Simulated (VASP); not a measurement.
# Fe (Im-3m) in VASP: a series of runs, part 3 of 3

VASP 6.6.1. Earlier steps stand in the parts before.

### Step 6. Single point, r2SCAN+U, collinear spin, ferromagnetic start (volume scaled by 0.96)

The input, POSCAR:

```
Fe
1.0
   -1.4234976093      1.4234976093      1.4234976093
    1.4234976093     -1.4234976093      1.4234976093
    1.4234976093      1.4234976093     -1.4234976093
Fe
1
Direct
    0.0000000000      0.0000000000      0.0000000000
```

The input, INCAR.step1:

```
SYSTEM = Fe
PREC     = Accurate       ! precision mode
ENCUT    = 520            ! plane-wave cutoff, eV
ISMEAR   = 1              ! smearing method
SIGMA    = 0.1            ! smearing width, eV
LREAL    = .False.        ! projectors in reciprocal space
LASPH    = .True.         ! aspherical terms in the spheres
NELM     = 150            ! most SCF steps
ISPIN    = 2              ! spin polarisation
MAGMOM   = 3.12           ! initial moments
LMAXMIX  = 4              ! l up to which the mixer works
LDAU     = .True.         ! DFT+U
LDAUTYPE = 2            
LDAUL    = 2              ! shell
LDAUU    = 2              ! U, eV
LDAUJ    = 0            
NBANDS   = 14             ! bands
GGA      = PE             ! functional
ALGO     = Normal         ! electronic algorithm
EDIFF    = 1E-4           ! SCF threshold, eV
LWAVE    = .True.         ! write WAVECAR
LCHARG   = .False.        ! write CHGCAR
```

The input, INCAR.step2:

```
SYSTEM = Fe
PREC     = Accurate       ! precision mode
ENCUT    = 520            ! plane-wave cutoff, eV
EDIFF    = 1E-6           ! SCF threshold, eV
ISMEAR   = 1              ! smearing method
SIGMA    = 0.1            ! smearing width, eV
LREAL    = .False.        ! projectors in reciprocal space
LASPH    = .True.         ! aspherical terms in the spheres
NELM     = 150            ! most SCF steps
ALGO     = Normal         ! electronic algorithm
ISIF     = 2              ! what is computed and relaxed
LWAVE    = .False.        ! write WAVECAR
LCHARG   = .False.        ! write CHGCAR
ISPIN    = 2              ! spin polarisation
MAGMOM   = 3.12           ! initial moments
LORBIT   = 11             ! projections on sites
LMAXMIX  = 4              ! l up to which the mixer works
LDAU     = .True.         ! DFT+U
LDAUTYPE = 2            
LDAUL    = 2              ! shell
LDAUU    = 2              ! U, eV
LDAUJ    = 0            
LDAUPRINT= 1            
METAGGA  = R2SCAN         ! meta-GGA
LMIXTAU  = .True.       
NBANDS   = 14             ! bands
ISTART   = 1
```

The input, KPOINTS:

```
Automatic mesh
0
Gamma
  13 13 13
  0 0 0
```

Potentials or basis: VASP PAW PBE potentials, release 64 (Fe).

Started as:

```console
$ cat potpaw_PBE.64/Fe/POTCAR > POTCAR
$ cp INCAR.step1 INCAR
$ mpirun -np 1 vasp_std > vasp.out
$ cp INCAR.step2 INCAR
$ mpirun -np 1 vasp_std > vasp.out
```

OUTCAR:

```text
SYSTEM = Fe
   PREC = Accurate
   ENCUT = 520
   EDIFF = 1E-6
   ISMEAR = 1
   LREAL = .False.
   LASPH = .True.
   NELM = 150
   ISIF = 2
   ISPIN = 2
   LORBIT = 11
   METAGGA = R2SCAN
   ISTART = 1

 ion  position               nearest neighbor table
   1  0.000  0.000  0.000-

  LATTYP: Found a body centered cubic cell.
 ALAT       =     2.8469952186

  Lattice vectors:

 A1 = (  -1.4234976093,   1.4234976093,   1.4234976093)
 A2 = (   1.4234976093,  -1.4234976093,   1.4234976093)
 A3 = (   1.4234976093,   1.4234976093,  -1.4234976093)
[... 1060 lines left out ...]
  -------------------------------------------------------------------------------------
  Total        0.6032286      0.6032286      0.6032286      0.0000000      0.0000000      0.0000000
  in kB       83.7649423     83.7649423     83.7649423      0.0000000      0.0000000      0.0000000
  external PRESSURE =      83.7649423 kB  Pullay stress =       0.0000000 kB

 VOLUME and BASIS-vectors are now :
 -----------------------------------------------------------------------------
  energy-cutoff  :      520.00
  volume of cell :       11.54
      direct lattice vectors                 reciprocal lattice vectors
    -1.423497609  1.423497609  1.423497609     0.000000000  0.351247516  0.351247516
     1.423497609 -1.423497609  1.423497609     0.351247516  0.000000000  0.351247516
     1.423497609  1.423497609 -1.423497609     0.351247516  0.351247516  0.000000000

 POSITION                                       TOTAL-FORCE (eV/Angst)
 -----------------------------------------------------------------------------------
      0.00000      0.00000      0.00000        -0.000000     -0.000000      0.000000
 -----------------------------------------------------------------------------------
    total drift:                                0.000000      0.000000      0.000000

  FREE ENERGIE OF THE ION-ELECTRON SYSTEM (eV)
  ---------------------------------------------------
  free  energy   TOTEN  =       -12.8856122255 eV

  energy  without entropy=      -12.8852907091  energy(sigma->0) =      -12.88550505

 total charge

# of ion       s       p       d       tot
------------------------------------------
    1        0.487   0.568   6.201   7.256

 magnetization (x)

# of ion       s       p       d       tot
------------------------------------------
    1       -0.021  -0.154   2.995   2.820
```

OUTCAR.step1:

```text
SYSTEM = Fe
   PREC = Accurate
   ENCUT = 520
   ISMEAR = 1
   LREAL = .False.
   LASPH = .True.
   NELM = 150
[... 1057 lines left out ...]
 -----------------------------------------------------------------------------------
      0.00000      0.00000      0.00000        -0.000000     -0.000000     -0.000000
 -----------------------------------------------------------------------------------
    total drift:                                0.000000      0.000000      0.000000

  FREE ENERGIE OF THE ION-ELECTRON SYSTEM (eV)
  ---------------------------------------------------
  free  energy   TOTEN  =        -6.6230883556 eV

  energy  without entropy=       -6.6228685882  energy(sigma->0) =       -6.62301510
```

OSZICAR.step1:

```text
N       E                     dE             d eps       ncg     rms          rms(c)
DAV:   1     0.244418085938E+02    0.24442E+02   -0.37930E+03  5158   0.695E+02
DAV:   2    -0.623065143326E+01   -0.30672E+02   -0.28097E+02  5172   0.129E+02
DAV:   3    -0.723426087195E+01   -0.10036E+01   -0.99783E+00  5550   0.243E+01
DAV:   4    -0.723757543471E+01   -0.33146E-02   -0.33143E-02  5562   0.127E+00
DAV:   5    -0.723759098665E+01   -0.15552E-04   -0.15552E-04  5522   0.888E-02    0.113E+01
DAV:   6    -0.669990108310E+01    0.53769E+00   -0.94560E+00  5838   0.344E+01    0.580E+00
DAV:   7    -0.663342395439E+01    0.66477E-01   -0.56166E-01  5694   0.860E+00    0.382E+00
DAV:   8    -0.662893275325E+01    0.44912E-02   -0.11588E-02  5332   0.677E-01    0.167E+00
DAV:   9    -0.662235599625E+01    0.65768E-02   -0.10640E-02  6120   0.638E-01    0.292E-01
DAV:  10    -0.662303207783E+01   -0.67608E-03   -0.39686E-03  5310   0.370E-01    0.866E-02
DAV:  11    -0.662308835556E+01   -0.56278E-04   -0.40524E-05  3602   0.764E-02
   1 F= -.66230884E+01 E0= -.66230151E+01  d E =-.219767E-03  mag=     2.6478
```

Wall time 2.2 min (1 thread of Intel Xeon 8259CL, shared host); peak memory 0.14 GiB.

Results:

| Quantity | Value |
| --- | --- |
| Free energy | -12.8856 eV |
| Pressure | 8.4 GPa |
| Net moment | 2.71 μB per cell |
| Site moments | Fe +2.82 μB |
| Valence electrons inside the program's atomic spheres | Fe 7.26 |

Eigenvalues of the final occupation matrices:
```tsv
site	spin	trace	eigenvalues
site 1 d	1	4.61	0.92 0.92 0.92 0.93 0.93
site 1 d	2	1.62	0.22 0.22 0.39 0.39 0.39
```

Caveat: the PAW data sets were made with another functional, which shifts forces and pressure a little; the U is typed as a test and isn't derived for this compound. The state reached can hang on the start; a lower one may exist.

### Step 7. The runs side by side

```csv
task,level,U,cell,cutoff (eV),smearing,k mesh for the DOS,occupations for the DOS,gap on the mesh (eV),pressure (GPa),moment (μB)
relaxation of cell and atoms,revPBE+U,Fe d U = 4.0 eV,"relaxed from a = 2.499 Å, angles 109.5°, 1 atom",600,fermi-dirac 0.15 eV,-,-,none,0.0,2.97
single point,PBEsol+U,Fe d U = 6.0 eV,"a = 2.499 Å, angles 109.5°, 1 atom",600,fermi-dirac 0.05 eV,-,-,none,7.7,3.01
single point,PBEsol+U,Fe d U = 8.0 eV,"a = 2.499 Å, angles 109.5°, 1 atom",600,fermi-dirac 0.05 eV,-,-,none,12.7,3.08
density of states,PBEsol+U,Fe d U = 4.0 eV,"a = 2.499 Å, angles 109.5°, 1 atom",520,fermi-dirac 0.05 eV,20 × 20 × 20,tetrahedron,-,-,2.93
single point,r2SCAN+U,Fe d U = 2.0 eV,"a = 2.466 Å, angles 109.5°, 1 atom",520,methfessel-paxton 0.1 eV,-,-,none,8.4,2.71
```

Alike in all rows: potentials or basis VASP PAW PBE potentials, release 64 (Fe); spin collinear, ferromagnetic start; k mesh 13 × 13 × 13.

Caveats: the PAW data sets were made with another functional, which shifts forces and pressure a little; the U is typed as a test and isn't derived for this compound.

Total energies depend on the potentials used, so only differences within one code and one set of settings carry meaning.
